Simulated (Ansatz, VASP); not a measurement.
One calculation of BN, two programs

File INCAR:

```
  PREC = Accurate
  ENCUT = 520
  EDIFF = 1E-6
  ISMEAR = -1
  SIGMA = 0.05
  LREAL = False
  LASPH = True
  NELM = 80
  ALGO = Normal
  ISIF = 2
  LWAVE = False
  LCHARG = False
  GGA = PE
  NBANDS = 16
```

The input KPOINTS:

```
regular mesh
0
Gamma
  12 12 6
```

File POSCAR:

```
BN
1.0
    2.3694419887      0.0000000000      0.0000000000
   -1.1847209944      2.0519969550      0.0000000000
    0.0000000000      0.0000000000      3.9284586604
B N
2 2
Direct
    0.3333333333      0.6666666667      0.0014940786
    0.6666666667      0.3333333333      0.5014940786
    0.3333333333      0.6666666667      0.3745059214
    0.6666666667      0.3333333333      0.8745059214
```

Input for Ansatz:

```yaml
crystal:
  lattice:
    - [2.3694419887, 0.0, 0.0]
    - [-1.1847209944, 2.051996955, 0.0]
    - [0.0, 0.0, 3.9284586604]
  atoms:
    - { symbol: B, position: [0.3333333333, 0.6666666667, 0.0014940786] }
    - { symbol: B, position: [0.6666666667, 0.3333333333, 0.5014940786] }
    - { symbol: "N", position: [0.3333333333, 0.6666666667, 0.3745059214] }
    - { symbol: "N", position: [0.6666666667, 0.3333333333, 0.8745059214] }
kpoints:
  mp_grid: { grid: [12, 12, 6] }
scf:
  occupations: { method: fermi_dirac, width: 0.05 }
hamiltonian:
  xc: pbe
  pseudopotentials: { kind: all_electron, lapw: { basis_error: 0.001 } }
output:
  forces: true
  stress: true
  eigenvalues: true
  populations: true
```

Change from the starting cell: volume scaled by 0.8, LAPW.

Alike in both runs: task single point; functional PBE; k mesh 12 × 12 × 6; occupations fermi-dirac, width 0.05 eV; no spin polarisation.

|  | VASP | Ansatz |
| --- | --- | --- |
| version | VASP 6.6.1 | Ansatz 0.2.0 |
| potentials or method | VASP PAW PBE potentials, release 64 (B, N), cutoff 520 eV | all-electron LAPW, scalar-relativistic |

|  | VASP | Ansatz | Ansatz less VASP |
| --- | --- | --- | --- |
| gap on the k mesh at the Fermi level (eV) | 4.61 | 4.62 | +0.017 |
| pressure (GPa) | 125.3 | 124.4 | -0.88 |
| traceless stress, the component that is largest in VASP (GPa) | 0.07 | 0.07 | +0.002 |

Both programs put the cell under a high pressure, so it lies far from rest at this level. Ansatz ran all-electron here, and VASP with PAW potentials.

Noted on VASP's run: the cell as given lies far from equilibrium.
